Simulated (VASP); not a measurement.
Set up this calculation in VASP 6.6.1, as the native input.

| Quantity | Value |
| --- | --- |
| Task | single point |
| Functional | PBE |
| Dispersion | D3(BJ) |
| Potentials or basis | VASP PAW PBE potentials, release 64 (C, O) |
| Cutoff | 520 eV |
| k mesh | 1 × 1 × 1 |
| Occupations | fermi-dirac, width 0.05 eV |
| Spin | no spin polarisation |
| Dipole correction | no |
| Further INCAR settings | LREAL = Auto; ALGO = Normal; EDIFF = 1e-06; NBANDS = 63 |

The structure of CO2 lies in POSCAR:

```
CO2
1.0
    7.5804670000      0.0000000000      0.0000000000
    0.0000000000      7.5804670000      0.0000000000
    0.0000000000      0.0000000000      7.5804670000
C O
6 12
Direct
    0.0564477096      0.6510812592      0.1510197195
    0.0468704633      0.1310473352      0.6942184433
    0.6568988428      0.4027720192      0.7467481885
    0.5169734266     -0.0305785910     -0.0409605371
    0.4911306916      0.9732513841      0.4755116011
    0.0589409597      0.2063593180      0.2285083492
    0.1723772427      0.5677882378      0.0895327425
   -0.0501156459      0.7390705612      0.2129288341
    0.0935430495      0.0171757228      0.7818119913
   -0.0247346239      0.2321492858      0.5993957892
    0.7221454826      0.3907015227      0.8872672356
    0.5862699488      0.4132067325      0.6122314100
    0.4183383425     -0.0880816446      0.0575030536
    0.6124160952      0.0128751962     -0.1477349614
    0.5865601684      1.0898009318      0.4400520443
    0.4076925604      0.8550660533      0.5168678922
   -0.0678322325      0.1742636700      0.1325643921
    0.1772977839      0.2469900601      0.3155610334
```

One way to write it, as run:

INCAR

```
SYSTEM = CO2
PREC = Accurate
ENCUT = 520
EDIFF = 1E-6
ISMEAR = -1
SIGMA = 0.05
LREAL = Auto
LASPH = .TRUE.
NELM = 60
ALGO = Normal
ISIF = 2
LWAVE = .FALSE.
LCHARG = .TRUE.
GGA = PE
IVDW = 12
LELF = .TRUE.
LVHAR = .TRUE.
NBANDS = 63
```

KPOINTS

```
Automatic mesh
0
G
  1 1 1
  0 0 0
```

Potentials or basis: VASP PAW PBE potentials, release 64 (C, O).

The run is started by

```sh
$ cat potpaw_PBE.64/C/POTCAR potpaw_PBE.64/O/POTCAR > POTCAR
$ mpirun -np 1 vasp_gam > vasp.out
```

It gave:

```json
{
  "Pressure": "2.6 GPa",
  "Largest force": "5.971 eV/Å",
  "Band gap on the k mesh": "6.11 eV",
  "Dispersion energy per atom": "-0.041 eV"
}
```

Caveat: the k points lie up to 0.83 Å⁻¹ apart.

Wall time 33 s on 1 thread of Intel(R) Xeon(R) 6975P-C (Granite Rapids), on a shared host, peak memory 0.38 GiB.
